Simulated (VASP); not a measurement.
# Si16H7Cl in VASP: further runs, part 2 of 2

VASP 6.6.1.

## Step 4: Single point, PBE

The input, INCAR:

```
PREC = Accurate ; ENCUT = 400
EDIFF = 1E-6 ; ISMEAR = -1
SIGMA = 0.02 ; LREAL = F
LASPH = T ; NELM = 120
ALGO = Normal ; ISIF = 2
LWAVE = F ; LCHARG = F
GGA = PE ; NBANDS = 57
GGA_COMPAT = F ; NELMDL = -8
```

The input, KPOINTS:

```
regular mesh
0
Gamma
  2 2 1
```

The input, POSCAR:

```
Si16H7Cl
1.0
    7.6791800000      0.0000000000      0.0000000000
    3.8395900000      6.6503650000      0.0000000000
    0.0000000000      0.0000000000     19.8687650000
H Si Cl
7 16 1
Direct
    0.1666668792      0.1666675438      0.0503302545
    0.6666681814      0.1666675438      0.0503302545
    0.1666662146      0.6666701752      0.0503302545
    0.6666675168      0.6666701752      0.0503302545
    0.4968638065     -0.0172171001      0.4006741234
    0.0038487121      0.4734476980      0.3908194596
    0.5080173967      0.5390531196      0.3968339250
    0.1666668792      0.1666675438      0.1258256364
    0.6666681814      0.1666675438      0.1258256364
    0.1666662146      0.6666701752      0.1258256364
    0.6666675168      0.6666701752      0.1258256364
   -0.1664569903      0.3314554915      0.1578809755
    0.3354902614      0.3365228826      0.1656419007
   -0.1652237153      0.8346158444      0.1628485716
    0.3328101903      0.8333677926      0.1619879243
   -0.1698755514      0.3374852358      0.2783766379
    0.3145171795      0.3738591792      0.2908988052
   -0.1747220382      0.8606444909      0.2833593331
    0.3509737516      0.8494420983      0.2847132170
    0.0101469234      0.0078341565      0.3200601547
    0.5045787222      0.0186606299      0.3259840257
   -0.0226721651      0.5130244731      0.3168339854
    0.5027990157      0.5173249889      0.3233517534
   -0.0227149450      0.0262090878      0.4242890789
```

Command:

```sh
> cat potpaw_PBE.64/H/POTCAR potpaw_PBE.64/Si/POTCAR potpaw_PBE.64/Cl/POTCAR > POTCAR
> mpirun -np 1 vasp_std > vasp.out
```

Wall time 14 min (1 thread of Intel Xeon 8259CL, shared host); peak memory 0.76 GiB.

Results (log left out):

```
Free energy            : -111.7449 eV
Largest force          : 1.932 eV/Å
Band gap on the k mesh : 1.20 eV
```

Forces in eV/Å, atoms in the order of the input:
```
H    0.103  0.049 -0.094
H   -0.100  0.006 -0.103
H   -0.006  0.047 -0.071
H    0.054  0.077 -0.101
H    0.260  0.144 -0.165
H   -0.198  0.285  0.277
H    0.022 -0.183  0.530
Si   0.514  0.042 -0.122
Si  -0.252 -0.060 -0.400
Si   0.062 -0.142 -0.081
Si   0.048  0.172 -0.269
Si   0.017  0.183  0.969
Si  -0.232 -0.035  0.810
Si  -0.211  0.110  0.508
Si   0.193  0.209  0.882
Si  -0.376 -0.215 -0.529
Si  -0.084 -1.587 -1.100
Si   0.115 -1.161 -0.305
Si  -0.851 -0.289 -0.930
Si   0.187  0.100 -0.219
Si  -0.312  1.211  0.193
Si   0.724  0.767  0.399
Si   0.247  0.310 -0.362
Cl   0.077 -0.040  0.282
```

Levels at points of the mesh, in eV from the valence-band top:
```csv
k point,band 37,band 38,band 39,band 40,band 41,band 42
"(0.00, 0.00, 0.00)",-0.65,-0.24,0.00,1.20,1.32,1.38
"(0.50, 0.00, 0.00)",-1.47,-0.91,-0.80,1.69,1.84,2.52
"(0.50, 0.50, 0.00)",-1.49,-0.87,-0.78,1.72,1.88,2.53
"(0.00, 0.50, 0.00)",-1.47,-0.98,-0.91,1.72,1.76,2.47
```

Caveat: the k points lie up to 0.47 Å⁻¹ apart.

## Step 5: Single point, PBE

The input, INCAR:

```
PREC = Accurate ; ENCUT = 400
EDIFF = 1E-6 ; ISMEAR = -1
SIGMA = 0.02 ; LREAL = False
LASPH = True ; NELM = 120
ALGO = Normal ; ISIF = 2
LWAVE = False ; LCHARG = False
GGA = PE ; NBANDS = 57
GGA_COMPAT = False ; NELMDL = -8
```

KPOINTS is that of step 4.

The input, POSCAR:

```
Si16H7Cl
1.0
    7.6791800000      0.0000000000      0.0000000000
    3.8395900000      6.6503650000      0.0000000000
    0.0000000000      0.0000000000     19.8687650000
H Si Cl
7 16 1
Direct
    0.1666668792      0.1666675438      0.0503302545
    0.6666681814      0.1666675438      0.0503302545
    0.1666662146      0.6666701752      0.0503302545
    0.6666675168      0.6666701752      0.0503302545
    0.5448859552      0.0201643068      0.3967282315
   -0.1181264267      0.6047036516      0.3930440568
    0.5487505048      0.4887100182      0.3937436474
    0.1666668792      0.1666675438      0.1258256364
    0.6666681814      0.1666675438      0.1258256364
    0.1666662146      0.6666701752      0.1258256364
    0.6666675168      0.6666701752      0.1258256364
   -0.1622100485      0.3282225863      0.1575638949
    0.3391934775      0.3489883638      0.1663616234
   -0.1817178028      0.8358037491      0.1661804345
    0.3353329245      0.8416831257      0.1692505800
   -0.1711464012      0.3542211593      0.2710334538
    0.3062647934      0.3557248362      0.2850302976
   -0.1596531170      0.8533215846      0.2792473513
    0.3583386741      0.8349466533      0.2853171800
    0.0134207729      0.0166005926      0.3195719513
    0.5115893403      0.0453208207      0.3216958880
   -0.0368614484      0.5443460622      0.3242828631
    0.5083170863      0.5020175584      0.3204678298
   -0.0144630780      0.0335620676      0.4319694757
```

Command:

```sh
> cat potpaw_PBE.64/H/POTCAR potpaw_PBE.64/Si/POTCAR potpaw_PBE.64/Cl/POTCAR > POTCAR
> mpirun -np 1 vasp_std > vasp.out
```

It took 12 min on 1 thread of Intel Xeon 8259CL, shared host; peak memory 0.78 GiB.

The run converged. Its results:

- Free energy: -110.9242 eV
- Largest force: 2.501 eV/Å
- Band gap on the k mesh: 1.04 eV

Forces in eV/Å, atoms in the order of the input:
```
H    0.097 -0.121 -0.069
H   -0.160  0.062 -0.059
H    0.091  0.006 -0.040
H    0.037  0.197 -0.064
H   -0.196  0.187 -0.080
H    0.174 -0.494  0.603
H   -0.085 -0.009  0.330
Si   1.342  0.359  0.012
Si  -0.117 -0.318 -0.124
Si  -0.103  1.397  0.364
Si  -0.736 -0.121 -0.217
Si  -0.024  0.464 -0.140
Si  -1.428 -0.965 -0.039
Si   1.601 -0.043 -1.001
Si  -0.581 -0.607 -0.881
Si   0.118 -0.431  1.840
Si   0.782  1.589  0.306
Si   0.087  1.133  0.404
Si   0.345  1.090  0.995
Si   0.158  0.303  0.507
Si  -0.847 -2.333  0.308
Si  -0.210 -1.112 -0.914
Si  -0.429 -0.140 -0.520
Cl   0.084 -0.092 -1.520
```

Levels at points of the mesh, in eV from the valence-band top:
| k point | band 36 | band 37 | band 38 | band 39 | band 40 | band 41 | band 42 | band 43 |
| --- | --- | --- | --- | --- | --- | --- | --- | --- |
| (0.00, 0.00, 0.00) | -1.00 | -0.65 | -0.30 | 0.00 | 1.04 | 1.08 | 1.19 | 1.44 |
| (0.50, 0.00, 0.00) | -1.89 | -1.61 | -1.01 | -0.72 | 1.29 | 1.68 | 2.10 | 2.16 |
| (0.50, 0.50, 0.00) | -1.90 | -1.85 | -1.12 | -0.86 | 1.39 | 1.48 | 1.95 | 2.08 |
| (0.00, 0.50, 0.00) | -1.79 | -1.63 | -0.92 | -0.70 | 1.62 | 1.63 | 2.01 | 2.10 |

Caveat: the k points lie up to 0.47 Å⁻¹ apart; the atoms stand as in a frame of molecular dynamics.

## Step 6: Overview

```tsv
cell	gap on the mesh (eV)	largest force (eV/Å)
as given, atomic positions A	0.89	2.67
as given, atomic positions B	1.05	1.64
as given, atomic positions C	1.20	1.93
as given, atomic positions D	1.04	2.50
```

Alike in all rows: task single point; level PBE; potentials or basis VASP PAW PBE potentials, release 64 (H, Si, Cl); no spin polarisation; k mesh 2 × 2 × 1; cutoff (eV) 400; smearing fermi-dirac 0.02 eV.

Caveats: all runs use coarse meshes; the atoms stand as in a frame of molecular dynamics (at least some runs).

Absolute energies hang on the potentials; compare differences alone.
